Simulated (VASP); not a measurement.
## BAs: single point with LDA

BAs:

```
B As
1.0
     0.00000    2.36631    2.36631
     2.36631    0.00000    2.36631
     2.36631    2.36631    0.00000
B As
1 1
Direct
  0.00000 0.00000 0.00000
  0.25000 0.25000 0.25000
```

```json
{
  "Program": "VASP 6.6.1",
  "Task": "single point",
  "Functional": "LDA",
  "Potentials or basis": "VASP PAW LDA potentials, release 64 (B, As_d)",
  "Cutoff": "560 eV",
  "k mesh": "6 × 6 × 6",
  "Occupations": "gaussian, width 0.01 eV",
  "Spin": "no spin polarisation"
}
```

```
Pressure               : 1.1 GPa
Band gap on the k mesh : 1.21 eV (least direct gap 3.28 eV)
```

Levels at points of the mesh, in eV from the valence-band top:
| k point | band 5 | band 6 | band 7 | band 8 | band 9 | band 10 | band 11 | band 12 | band 13 | band 14 |
| --- | --- | --- | --- | --- | --- | --- | --- | --- | --- | --- |
| (0.00, 0.00, 0.00) | -35.89 | -15.64 | 0.00 | 0.00 | 0.00 | 3.28 | 3.28 | 3.28 | 5.04 | 9.50 |
| (0.50, 0.00, 0.00) | -35.89 | -12.68 | -8.96 | -1.86 | -1.86 | 2.85 | 4.79 | 4.79 | 8.77 | 12.69 |
| (0.50, 0.50, 0.00) | -35.88 | -11.36 | -8.57 | -4.19 | -4.19 | 1.31 | 1.39 | 11.53 | 11.53 | 12.91 |

Run time: 11 s on 1 thread of Intel(R) Xeon(R) Platinum 8375C CPU @ 2.90GHz (Ice Lake) (shared host), peak memory 0.13 GiB.

A k mesh can miss the band edges.
